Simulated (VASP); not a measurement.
# Sb (P6_3/mmc) in VASP: further runs

Aim: see how the results for Sb move with the level of theory and the settings. Levels: PBE, PBE+D3(BJ). Tasks: single point, relaxation of cell and atoms.

Program: VASP 6.6.1. These are calculated values, not measurements. Logs are shortened: lines on timing, memory, paths and dates and some standing lists are left out, and cuts for length are marked.

### Step 1. The cell of the first run

The structure is hexagonal, space group P6_3/mmc (No. 194). The conventional cell has a = 3.355 Å, b = 3.355 Å, c = 5.470 Å, α = 90.00°, β = 90.00°, γ = 120.00°. Within 4.4 Å of Sb (site symmetry -6m2) lie 12 Sb at 3.35 Å.

### Step 2. Single point, PBE

The input, INCAR:

```
PREC = Accurate
ENCUT = 520
EDIFF = 1E-6
ISMEAR = 0
SIGMA = 0.028000000000000004
LREAL = F
LASPH = T
NELM = 60
ALGO = Normal
ISIF = 2
LWAVE = F
LCHARG = T
GGA = PE
LELF = T
LVHAR = T
NBANDS = 12
```

The input, KPOINTS:

```
regular mesh
0
Gamma
  9 9 5
```

The input, POSCAR:

```
Sb
1.0
    3.3545324186      0.0000000000      0.0000000000
   -1.6772662093      2.9051102923      0.0000000000
    0.0000000000      0.0000000000      5.4701606500
Sb
2
Direct
    0.6666666667      0.3333333333      0.7500000000
    0.3333333333      0.6666666667      0.2500000000
```

Potentials or basis: VASP PAW PBE potentials, release 64 (Sb).

Run with:

```sh
$ cat potpaw_PBE.64/Sb/POTCAR > POTCAR
$ mpirun -np 1 vasp_std > vasp.out
```

OUTCAR:

```text
PREC = Accurate
   ENCUT = 520
   EDIFF = 1E-6
   ISMEAR = 0
   LREAL = F
   LASPH = T
   NELM = 60
   ISIF = 2
   GGA = PE

 ion  position               nearest neighbor table
   1  0.667  0.333  0.750-   2 3.35   2 3.35   2 3.35   2 3.35   2 3.35   2 3.35
   2  0.333  0.667  0.250-   1 3.35   1 3.35   1 3.35   1 3.35   1 3.35   1 3.35

  LATTYP: Found a hexagonal cell.
 ALAT       =     3.3545324186
 C/A-ratio  =     1.6306775334

  Lattice vectors:

 A1 = (   3.3545324186,   0.0000000000,   0.0000000000)
 A2 = (  -1.6772662093,   2.9051102923,   0.0000000000)
 A3 = (   0.0000000000,   0.0000000000,   5.4701606500)

Analysis of symmetry for initial positions (statically):
=====================================================================
 Subroutine PRICEL returns:
 Original cell was already a primitive cell.

 Routine SETGRP: Setting up the symmetry group for a
 hexagonal supercell.

 Subroutine GETGRP returns: Found 24 space group operations
 (whereof 12 operations were pure point group operations)
 out of a pool of 24 trial point group operations.

The static configuration has the point symmetry D_3d.
 The point group associated with its full space group is D_6h.

Analysis of symmetry for dynamics (positions and initial velocities):
=====================================================================
 Subroutine PRICEL returns:
 Original cell was already a primitive cell.

 Routine SETGRP: Setting up the symmetry group for a
 hexagonal supercell.

 Subroutine GETGRP returns: Found 24 space group operations
 (whereof 12 operations were pure point group operations)
 out of a pool of 24 trial point group operations.

The dynamic configuration has the point symmetry D_3d.
 The point group associated with its full space group is D_6h.

 Subroutine INISYM returns: Found 24 space group operations
 (whereof 12 operations are pure point group operations),
 and found     1 'primitive' translations

----------------------------------------------------------------------------------------

                                     Primitive cell

  volume of cell :      53.3083

  direct lattice vectors                    reciprocal lattice vectors
     3.354532419  0.000000000  0.000000000     0.298104139  0.172110505  0.000000000
    -1.677266209  2.905110292  0.000000000     0.000000000  0.344221010  0.000000000
     0.000000000  0.000000000  5.470160650     0.000000000  0.000000000  0.182809987

  length of vectors
     3.354532419  3.354532419  5.470160650     0.344221010  0.344221010  0.182809987

  position of ions in fractional coordinates (direct lattice)
     0.666666667  0.333333333  0.750000000
     0.333333333  0.666666667  0.250000000

  ion indices of the primitive-cell ions
   primitive index   ion index
                 1           1
                 2           2

----------------------------------------------------------------------------------------

 KPOINTS: regular mesh

Automatic generation of k-mesh.
 Grid dimensions read from file:
 generate k-points for:    9    9    5

 Generating k-lattice:

  Cartesian coordinates                     Fractional coordinates (reciprocal lattice)
     0.033122682  0.019123389  0.000000000     0.111111111  0.000000000  0.000000000
     0.000000000  0.038246779  0.000000000     0.000000000  0.111111111  0.000000000
     0.000000000  0.000000000  0.036561997     0.000000000  0.000000000  0.200000000

  Length of vectors
     0.038246779  0.038246779  0.036561997

  Shift w.r.t. Gamma in fractional coordinates (k-lattice)
     0.000000000  0.000000000  0.000000000

 Subroutine IBZKPT returns following result:
 ===========================================

 Found     36 irreducible k-points:

 Following reciprocal coordinates:
            Coordinates               Weight
  0.000000  0.000000  0.000000      1.000000
  0.111111  0.000000  0.000000      6.000000
  0.222222  0.000000  0.000000      6.000000
  0.333333  0.000000  0.000000      6.000000
  0.444444  0.000000  0.000000      6.000000
  0.111111  0.111111  0.000000      6.000000
[... 16 lines left out ...]
  0.333333  0.222222  0.200000     24.000000
  0.333333  0.333333  0.200000      4.000000
 [... further k-points ...]
   k-points           NKPTS =     36   k-points in BZ     NKDIM =     36   number of bands    NBANDS=     12
   number of dos      NEDOS =    301   number of ions     NIONS =      2
   total plane-waves  NPLWV =  32928
   dimension x,y,z NGX =    28 NGY =   28 NGZ =   42
   dimension x,y,z NGXF=    56 NGYF=   56 NGZF=   84
   ions per type =               2
   NGX,Y,Z   is equivalent  to a cutoff of  13.88, 13.88, 12.76 a.u.
   NGXF,Y,Z  is equivalent  to a cutoff of  27.75, 27.75, 25.53 a.u.
 SYSTEM =  unknown system
   PREC   = accura    normal or accurate (medium, high low for compatibility)
   ISTART =      0    job   : 0-new  1-cont  2-samecut
   ICHARG =      2    charge: 1-file 2-atom 10-const
   ISPIN  =      1    spin polarized calculation?
   LNONCOLLINEAR =      F non collinear calculations
   LSORBIT =      F    spin-orbit coupling
   LASPH  =      T    aspherical Exc in radial PAW
   ENCUT  =  520.0 eV  38.22 Ry    6.18 a.u.   6.24  6.24 10.17*2*pi/ulx,y,z
   NELM   =     60;   NELMIN=  2; NELMDL= -5     # of ELM steps
   EDIFF  = 0.1E-05   stopping-criterion for ELM
   LREAL  =      F    real-space projection
   EDIFFG = 0.1E-04   stopping-criterion for IOM
   NSW    =      0    number of steps for IOM
   IBRION =     -1    ionic relax: 0-MD 1-quasi-New 2-CG
   NFREE  =      0    steps in history (QN), initial steepest desc. (CG)
   ISIF   =      2    stress and relaxation
   ISYM   =      2    0-nonsym 1-usesym 2-fastsym
   POTIM  = 0.5000    time-step for ionic-motion
   TEBEG  =    0.0;   TEEND  =   0.0 temperature during run
   PSTRESS=    0.0 pullay stress
   NELECT =      10.0000    total number of electrons
   NUPDOWN=      -1.0000    fix difference up-down
   EMIN   =  10.00;   EMAX   =-10.00  energy-range for DOS
   EFERMI =   0.00;   METHOD = LEGACY
   ISMEAR =     0;   SIGMA  =   0.03  broadening in eV -4-tet -1-fermi 0-gaus
   EFERMI_NEDOS =   21; number of points for ismear=-14 and -15
   IALGO  =     38    algorithm
   IMIX   =      4    mixing-type and parameters
     AMIX     =   0.40;   BMIX     =  1.00
     AMIX_MAG =   1.60;   BMIX_MAG =  1.00
  volume/ion in A,a.u.               =      26.65       179.87
  Fermi-wavevector in a.u.,A,eV,Ry     =   0.937152  1.770960 11.949364  0.878253
  Thomas-Fermi vector in A             =   2.064234
   LORBIT       =      0    0 simple, 1 ext, 2 COOP (PROOUT), +10 PAW based schemes
   GGA     = PE    functional components
   LHFCALC =     F    Hartree Fock is set to
   AEXX    =    0.0000 exact exchange contribution
   IVDW    =     0    specifies the selected vdW correction
   LEPSILON=     F    determine dielectric tensor
   LRPA    =     F    only Hartree local field effects (RPA)
 non-spin polarized calculation
 Gauss-broadening in eV      SIGMA  =   0.03
  energy-cutoff  :      520.00
  volume of cell :       53.31
 maximum number of plane-waves:      1448
 NGX is ok and might be reduce to    28
   NGX = 13   NGY = 13   NGZ = 21

 number of electron      10.0000000 magnetization

 Free energy of the ion-electron system (eV)
  ---------------------------------------------------
  ext. energy  EPLUGINS =         0.00000000
  ---------------------------------------------------
  free energy    TOTEN  =        -7.72033115 eV

  energy without entropy =       -7.71914525  energy(sigma->0) =       -7.71973820

 E-fermi :   8.5364     XC(G=0): -10.2772

 val. band max:        8.5262142228   @ k =   0.2222   0.0000   0.4000
 cond. band min:       8.5391639795   @ k =   0.4444   0.1111   0.0000
 fundamental gap:      0.0129497567
 Fermi energy:         8.5364135408

 k-point     1 :       0.0000    0.0000    0.0000
  band No.  band energies     occupation
      1      -4.3485      2.00000
      2      -0.5205      2.00000
      3       2.7748      2.00000
      4      12.2629      0.00000
      5      12.2629      0.00000
      6      13.9099      0.00000
      7      13.9099      0.00000
      8      14.1552      0.00000
      9      16.3788      0.00000
     10      17.6056      0.00000
     11      18.6193      0.00000
     12      18.6193      0.00000

 k-point     2 :       0.1111    0.0000    0.0000
  band No.  band energies     occupation
      1      -4.1297      2.00000
      2      -0.3288      2.00000
      3       3.0029      2.00000
      4      10.3587      0.00000
      5      11.5290      0.00000
      6      12.8029      0.00000
      7      13.8973      0.00000
      8      13.9985      0.00000
      9      16.2869      0.00000
     10      17.8470      0.00000
     11      18.5066      0.00000
     12      18.8212      0.00000

 k-point     3 :       0.2222    0.0000    0.0000
  band No.  band energies     occupation
      1      -3.4785      2.00000
      2       0.2171      2.00000
      3       3.6768      2.00000
      4       7.4671      2.00000
      5      10.4119      0.00000
      6      10.5198      0.00000
      7      12.7311      0.00000
      8      13.4971      0.00000
      9      14.6436      0.00000
     10      17.1201      0.00000
     11      18.1744      0.00000
     12      18.7823      0.00000
[... 286 lines left out ...]
 k-point    23 :       0.3333    0.2222    0.2000
  band No.  band energies     occupation
      1      -0.3816      2.00000
      2       0.9786      2.00000
      3       4.2039      2.00000
      4       5.2713      2.00000
      5       6.2037      2.00000
      6       7.9677      2.00000
      7       8.5017      1.92024
      8      10.2520      0.00000
      9      13.9169      0.00000
     10      17.7889      0.00000
     11      18.1299      0.00000
     12      19.7796      0.00000

 k-point    24 :       0.3333    0.3333    0.2000
  band No.  band energies     occupation
      1       0.5858      2.00000
      2       0.5858      2.00000
      3       4.3618      2.00000
      4       5.3968      2.00000
      5       5.3968      2.00000
      6       6.9842      2.00000
      7       9.3510      0.00000
      8       9.3510      0.00000
      9      13.1692      0.00000
     10      19.0601      0.00000
     11      19.0601      0.00000
     12      20.8600      0.00000

 [... further k-points ...]
[... 5 lines left out ...]
  --------------------------------------------------------------------------------------
  -------------------------------------------------------------------------------------
  Total        0.3882511      0.3882511      0.5588207      0.0000000     -0.0000000      0.0000000
  in kB       11.6688644     11.6688644     16.7953244      0.0000000     -0.0000000      0.0000000
  external PRESSURE =      13.3776844 kB  Pullay stress =       0.0000000 kB

 VOLUME and BASIS-vectors are now :
 -----------------------------------------------------------------------------
  energy-cutoff  :      520.00
  volume of cell :       53.31
      direct lattice vectors                 reciprocal lattice vectors
     3.354532419  0.000000000  0.000000000     0.298104139  0.172110505  0.000000000
    -1.677266209  2.905110292  0.000000000     0.000000000  0.344221010  0.000000000
     0.000000000  0.000000000  5.470160650     0.000000000  0.000000000  0.182809987

 POSITION                                       TOTAL-FORCE (eV/Angst)
 -----------------------------------------------------------------------------------
      1.67727      0.96837      4.10262         0.000000      0.000000      0.000000
     -0.00000      1.93674      1.36754        -0.000000     -0.000000      0.000000
 -----------------------------------------------------------------------------------
    total drift:                                0.000000     -0.000000      0.000000

  FREE ENERGIE OF THE ION-ELECTRON SYSTEM (eV)
  ---------------------------------------------------
  free  energy   TOTEN  =        -7.7203311507 eV

  energy  without entropy=       -7.7191452462  energy(sigma->0) =       -7.71973820
```

Run time: 13 s. Hardware: 1 thread of Intel Xeon 6975P-C (Granite Rapids), shared host; peak memory 0.17 GiB.

What came out:

| Property | Result |
| --- | --- |
| Free energy | -7.7203 eV |
| Pressure | 1.3 GPa |
| Band gap on the k mesh | zero (band 5 reaches 12.82 eV, above the bottom of band 6 at 5.89 eV) |

Stress tensor (GPa, compression positive):
```
1.17 0.00 0.00
0.00 1.17 0.00
0.00 0.00 1.68
```

Caveat: spin-orbit coupling is left out, which moves the levels of the heavy elements.

### Step 3. Relaxation of cell and atoms, PBE+D3(BJ)

The input, INCAR:

```
PREC = Accurate ; ENCUT = 600
EDIFF = 1E-6 ; ISMEAR = -1
SIGMA = 0.05 ; LREAL = False
LASPH = True ; NELM = 60
ALGO = Normal ; ISIF = 3
LWAVE = False ; LCHARG = False
GGA = PE ; IVDW = 12
IBRION = 2 ; NSW = 60
EDIFFG = -0.01
```

The input, KPOINTS:

```
Automatic mesh
0
Gamma
  9 9 5
```

POSCAR is that of step 2.

Potentials or basis: VASP PAW PBE potentials, release 64 (Sb).

Run with:

```sh
$ cat potpaw_PBE.64/Sb/POTCAR > POTCAR
$ mpirun -np 1 vasp_std > vasp.out
```

It took 26 s on 1 thread of Intel Xeon 6975P-C (Granite Rapids), shared host; peak memory 0.21 GiB.

It converged, with:

- Free energy: -8.7967 eV
- Relaxed volume: 25.87 Å³/atom
- Relaxed cell: a = 3.323 Å, b = 3.323 Å, c = 5.411 Å, α = 90.00°, β = 90.00°, γ = 120.00°
- Space group after relaxing (to 0.05 Å): P6_3/mmc (No. 194)
- Energy gained by relaxing: 4.6 meV/atom
- Ionic steps: 3
- Pressure after relaxing: 0.0 GPa
- Band gap on the k mesh: zero (band 5 reaches 13.36 eV, above the bottom of band 6 at 6.18 eV)
- Dispersion energy per atom: -0.546 eV

Step by step:
| step | energy change (eV) | largest force (eV/Å) | pressure (GPa) | volume (Å³) |
| --- | --- | --- | --- | --- |
| 1 | 0.0000 | 0.0000 | -1.82 | 53.31 |
| 2 | -0.0069 | 0.0000 | 1.00 | 51.01 |
| 3 | -0.0092 | 0.0000 | 0.03 | 51.75 |

Final structure:
```yaml
crystal:
  lattice:
    - [3.32311, 0.00000, 0.00000]
    - [-1.66156, 2.87790, 0.00000]
    - [0.00000, 0.00000, 5.41073]
  atoms:
    - { symbol: Sb, position: [0.66667, 0.33333, 0.75000] }
    - { symbol: Sb, position: [0.33333, 0.66667, 0.25000] }
```

Levels at points of the mesh, in eV from the Fermi level:
```tsv
k point	band 2	band 3	band 4	band 5	band 6	band 7	band 8	band 9
(0.00, 0.00, 0.00)	-9.14	-5.99	3.82	3.82	5.54	5.54	5.85	7.93
```

Caveat: spin-orbit coupling is left out, which moves the levels of the heavy elements; pairwise dispersion overbinds metals, which lowers pressure and volume.
